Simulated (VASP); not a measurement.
# Lu3BeH3 (Pm-3m) in VASP: notebook, part 2 of 2

VASP 6.6.1. The steps go on from the part before.

### Step 3. Single point, PBE

This run uses another cell than the first one, of 32.33 Å³/atom.

INCAR reads:

```
ALGO = Normal
EDIFF = 1E-6
ENCUT = 520
GGA = PE
ISIF = 2
ISMEAR = 0
LASPH = True
LCHARG = False
LREAL = False
LWAVE = False
NBANDS = 49
NELM = 100
PREC = Accurate
SIGMA = 0.1
```

KPOINTS reads:

```
k-points
0
Gamma
  4 4 4
```

POSCAR reads:

```
Lu3BeH3
1.0
    6.0941309500      0.0000000000      0.0000000000
    0.0000000000      6.0941309500      0.0000000000
    0.0000000000      0.0000000000      6.0941309500
Lu Be H
3 1 3
Direct
    0.5000000000      0.0000000000      0.0000000000
    0.0000000000      0.5000000000      0.0000000000
    0.0000000000      0.0000000000      0.5000000000
    0.0000000000      0.0000000000      0.0000000000
    0.0000000000      0.5000000000      0.5000000000
    0.5000000000      0.0000000000      0.5000000000
    0.5000000000      0.5000000000      0.0000000000
```

Potentials or basis: VASP PAW PBE potentials, release 64 (Lu, Be, H).

Launch:

```
cat potpaw_PBE.64/Lu/POTCAR potpaw_PBE.64/Be/POTCAR potpaw_PBE.64/H/POTCAR > POTCAR
mpirun -np 1 vasp_std > vasp.out
```

Wall time 3.6 min (1 thread of Intel Xeon Platinum 8259CL at 2.50GHz (Skylake/Cascade Lake), shared host); peak memory 0.36 GiB.

Results (log left out):

```yaml
Free_energy: -22.1205 eV
Pressure: -10.5 GPa
```

Levels at points of the mesh, in eV from the Fermi level:
| k point | band 36 | band 37 | band 38 | band 39 | band 40 | band 41 | band 42 | band 43 | band 44 | band 45 |
| --- | --- | --- | --- | --- | --- | --- | --- | --- | --- | --- |
| (0.00, 0.00, 0.00) | -3.15 | -2.88 | -0.05 | -0.05 | -0.05 | 0.15 | 0.15 | 0.15 | 1.81 | 1.81 |
| (0.50, 0.00, 0.00) | -2.77 | -2.72 | -0.68 | -0.35 | -0.35 | 0.31 | 0.36 | 0.36 | 0.44 | 0.72 |
| (0.50, 0.50, 0.00) | -3.52 | -2.89 | -1.38 | -1.38 | -0.61 | 0.33 | 0.73 | 0.73 | 0.80 | 1.02 |
| (0.50, 0.50, 0.50) | -2.83 | -2.64 | -2.40 | -2.40 | -2.40 | -0.04 | 0.90 | 0.90 | 0.90 | 0.94 |

Caveat: the cell stands under tension; spin-orbit coupling is left out, which moves the levels of the heavy elements.

### Step 4. Single point, PBE

This run uses another cell than the first one, of 18.07 Å³/atom.

INCAR reads:

```
SYSTEM = Lu3BeH3
  ALGO = Normal
  EDIFF = 1E-6
  ENCUT = 520
  GGA = PE
  ISIF = 2
  ISMEAR = 0
  LASPH = .TRUE.
  LCHARG = .TRUE.
  LELF = .TRUE.
  LREAL = .FALSE.
  LVHAR = .TRUE.
  LWAVE = .FALSE.
  NBANDS = 49
  NELM = 60
  PREC = Accurate
  SIGMA = 0.1
```

KPOINTS reads:

```
k-points
0
G
  8 8 8
  0 0 0
```

Changes to POSCAR since step 3:

```diff
@@ -2,5 +2,5 @@
 1.0
-    6.0941309500      0.0000000000      0.0000000000
-    0.0000000000      6.0941309500      0.0000000000
-    0.0000000000      0.0000000000      6.0941309500
+    5.0198919992      0.0000000000      0.0000000000
+    0.0000000000      5.0198919992      0.0000000000
+    0.0000000000      0.0000000000      5.0198919992
 Lu Be H
```

Launch:

```
cat potpaw_PBE.64/Lu/POTCAR potpaw_PBE.64/Be/POTCAR potpaw_PBE.64/H/POTCAR > POTCAR
mpirun -np 1 vasp_std > vasp.out
```

Wall time 4.5 min (1 thread of Intel Xeon Platinum 8259CL at 2.50GHz (Skylake/Cascade Lake), shared host); peak memory 0.36 GiB.

Results (log left out):

```
Free energy            : -27.0482 eV
Pressure               : 0.1 GPa
Band gap on the k mesh : zero (bands 40 and 41 overlap by 1.12 eV)
```

Levels at points of the mesh, in eV from the Fermi level:
| k point | band 37 | band 38 | band 39 | band 40 | band 41 | band 42 | band 43 | band 44 |
| --- | --- | --- | --- | --- | --- | --- | --- | --- |
| (0.00, 0.00, 0.00) | -3.88 | 0.06 | 0.06 | 0.06 | 0.86 | 0.86 | 0.86 | 3.56 |
| (0.50, 0.00, 0.00) | -3.44 | -0.53 | 0.06 | 0.06 | 0.40 | 0.54 | 0.54 | 1.65 |
| (0.50, 0.50, 0.00) | -3.36 | -1.63 | -1.63 | -0.58 | 0.99 | 1.29 | 1.40 | 1.40 |
| (0.50, 0.50, 0.50) | -2.90 | -2.90 | -2.90 | -1.64 | -0.90 | 1.71 | 1.71 | 1.71 |

Caveat: spin-orbit coupling is left out, which moves the levels of the heavy elements.

### Step 5. Relaxation of cell and atoms, PBE

This run uses another cell than the first one, of 32.33 Å³/atom.

INCAR reads:

```
SYSTEM = Lu3BeH3
PREC = Accurate
ENCUT = 600
EDIFF = 1E-6
ISMEAR = 0
SIGMA = 0.1
LREAL = .False.
LASPH = .True.
NELM = 60
ALGO = Normal
ISIF = 3
LWAVE = .False.
LCHARG = .False.
GGA = PE
IBRION = 2
NSW = 90
EDIFFG = -0.04
```

KPOINTS reads:

```
Automatic mesh
0
Gamma
  4 4 4
  0 0 0
```

Changes to POSCAR since step 4:

```diff
@@ -2,5 +2,5 @@
 1.0
-    5.0198919992      0.0000000000      0.0000000000
-    0.0000000000      5.0198919992      0.0000000000
-    0.0000000000      0.0000000000      5.0198919992
+    6.0941309500      0.0000000000      0.0000000000
+    0.0000000000      6.0941309500      0.0000000000
+    0.0000000000      0.0000000000      6.0941309500
 Lu Be H
```

Launch:

```
cat potpaw_PBE.64/Lu/POTCAR potpaw_PBE.64/Be/POTCAR potpaw_PBE.64/H/POTCAR > POTCAR
mpirun -np 1 vasp_std > vasp.out
```

Wall time 24 min (1 thread of Intel Xeon Platinum 8259CL at 2.50GHz (Skylake/Cascade Lake), shared host); peak memory 0.47 GiB.

The run converged. Its results:

```
Free energy                           : -27.0254 eV
Relaxed volume                        : 18.28 Å³/atom
Relaxed cell                          : a = 5.039 Å, b = 5.039 Å, c = 5.039 Å, α = 90.00°, β = 90.00°, γ = 90.00°
Space group after relaxing (to 0.1 Å) : Pm-3m (No. 221)
Energy gained by relaxing             : 700.6 meV/atom
Ionic steps                           : 5
Pressure after relaxing               : -0.3 GPa
Band gap on the k mesh                : zero (bands 40 and 41 overlap by 0.95 eV)
```

The path:
| step | energy change (eV) | largest force (eV/Å) | pressure (GPa) | volume (Å³) |
| --- | --- | --- | --- | --- |
| 1 | 0.0000 | 0.0000 | -10.42 | 226.33 |
| 2 | -3.7836 | 0.0000 | -7.99 | 164.20 |
| 3 | -4.8134 | 0.0000 | -2.77 | 136.57 |
| 4 | -4.9041 | 0.0000 | 0.51 | 126.30 |
| 5 | -4.9043 | 0.0000 | -0.27 | 127.93 |

Final structure:
```xyz
7
Lattice="5.0388 0.0000 0.0000 0.0000 5.0388 0.0000 0.0000 0.0000 5.0388" Properties=species:S:1:pos:R:3 pbc="T T T"
Lu    2.5194    0.0000    0.0000
Lu    0.0000    2.5194    0.0000
Lu    0.0000    0.0000    2.5194
Be    0.0000    0.0000    0.0000
H     0.0000    2.5194    2.5194
H     2.5194    0.0000    2.5194
H     2.5194    2.5194    0.0000
```

Levels at points of the mesh, in eV from the Fermi level:
| k point | band 38 | band 39 | band 40 | band 41 | band 42 | band 43 |
| --- | --- | --- | --- | --- | --- | --- |
| (0.00, 0.00, 0.00) | 0.00 | 0.00 | 0.00 | 0.76 | 0.76 | 0.76 |
| (0.50, 0.00, 0.00) | -0.60 | -0.02 | -0.02 | 0.34 | 0.47 | 0.47 |
| (0.50, 0.50, 0.00) | -1.68 | -1.68 | -0.65 | 0.92 | 1.22 | 1.32 |
| (0.50, 0.50, 0.50) | -2.95 | -2.95 | -1.74 | -0.94 | 1.63 | 1.63 |

Caveat: the volume moved by over 15 % at a fixed basis, so the end points are rough; spin-orbit coupling is left out, which moves the levels of the heavy elements.

### Step 6. Relaxation of cell and atoms, PBE

INCAR reads:

```
SYSTEM = Lu3BeH3
  PREC = Accurate
  ENCUT = 600
  EDIFF = 1E-6
  ISMEAR = 0
  SIGMA = 0.1
  LREAL = .False.
  LASPH = .True.
  NELM = 80
  ALGO = Normal
  ISIF = 3
  LWAVE = .False.
  LCHARG = .False.
  GGA = PE
  IBRION = 2
  NSW = 100
  EDIFFG = -0.01
```

KPOINTS reads:

```
Automatic mesh
0
Gamma
  8 8 8
  0 0 0
```

Changes to POSCAR since step 5:

```diff
@@ -2,5 +2,5 @@
 1.0
-    6.0941309500      0.0000000000      0.0000000000
-    0.0000000000      6.0941309500      0.0000000000
-    0.0000000000      0.0000000000      6.0941309500
+    5.0294341829      0.0000000000      0.0000000000
+    0.0000000000      5.0294341829      0.0000000000
+    0.0000000000      0.0000000000      5.0294341829
 Lu Be H
```

Potentials or basis: VASP PAW PBE potentials, release 64 (Lu, Be, H).

Launch:

```
cat potpaw_PBE.64/Lu/POTCAR potpaw_PBE.64/Be/POTCAR potpaw_PBE.64/H/POTCAR > POTCAR
mpirun -np 1 vasp_std > vasp.out
```

It took 11 min on 1 thread of Intel Xeon Platinum 8259CL at 2.50GHz (Skylake/Cascade Lake), shared host; peak memory 0.4 GiB.

It converged, with:

```
Free energy                           : -27.0505 eV
Relaxed volume                        : 18.14 Å³/atom
Relaxed cell                          : a = 5.027 Å, b = 5.027 Å, c = 5.027 Å, α = 90.00°, β = 90.00°, γ = 90.00°
Space group after relaxing (to 0.1 Å) : Pm-3m (No. 221)
Energy gained by relaxing             : 0.0 meV/atom
Ionic steps                           : 2
Pressure after relaxing               : -0.1 GPa
Band gap on the k mesh                : zero (bands 40 and 41 overlap by 1.11 eV)
```

Final structure:
```
CELL_PARAMETERS angstrom
5.02666 0.00000 0.00000
0.00000 5.02666 0.00000
0.00000 0.00000 5.02666
ATOMIC_POSITIONS crystal
Lu 0.50000 0.00000 0.00000
Lu 0.00000 0.50000 0.00000
Lu 0.00000 0.00000 0.50000
Be 0.00000 0.00000 0.00000
H 0.00000 0.50000 0.50000
H 0.50000 0.00000 0.50000
H 0.50000 0.50000 0.00000
```

Levels at points of the mesh, in eV from the Fermi level:
```csv
k point,band 37,band 38,band 39,band 40,band 41,band 42,band 43,band 44
"(0.00, 0.00, 0.00)",-3.87,0.06,0.06,0.06,0.85,0.85,0.85,3.55
"(0.50, 0.00, 0.00)",-3.44,-0.53,0.05,0.05,0.40,0.54,0.54,1.64
"(0.50, 0.50, 0.00)",-3.37,-1.63,-1.63,-0.58,0.99,1.29,1.40,1.40
"(0.50, 0.50, 0.50)",-2.89,-2.89,-2.89,-1.65,-0.89,1.70,1.70,1.70
```

Caveat: spin-orbit coupling is left out, which moves the levels of the heavy elements.

### Step 7. Summary

| task | cell | k mesh | cutoff (eV) | gap on the mesh (eV) | pressure (GPa) | relaxed volume (Å³/atom) |
| --- | --- | --- | --- | --- | --- | --- |
| single point | a = 5.029 Å, 7 atoms | 4 × 4 × 4 | 520 | none | -0.1 | - |
| single point | a = 6.094 Å, 7 atoms | 4 × 4 × 4 | 520 | - | -10.5 | - |
| single point | a = 5.020 Å, 7 atoms | 8 × 8 × 8 | 520 | none | 0.1 | - |
| relaxation of cell and atoms | relaxed from a = 6.094 Å, 7 atoms | 4 × 4 × 4 | 600 | none | -0.3 | 18.28 |
| relaxation of cell and atoms | relaxed from a = 5.029 Å, 7 atoms | 8 × 8 × 8 | 600 | none | -0.1 | 18.14 |

Alike in all rows: level PBE; potentials or basis VASP PAW PBE potentials, release 64 (Lu, Be, H); no spin polarisation; smearing gaussian 0.1 eV.

Caveats: spin-orbit coupling is left out, which moves the levels of the heavy elements; the cell stands under tension (at least some runs); the volume moved by over 15 % at a fixed basis, so the end points are rough (at least some runs).

Total energies depend on the potentials used, so only differences within one code and one set of settings carry meaning.
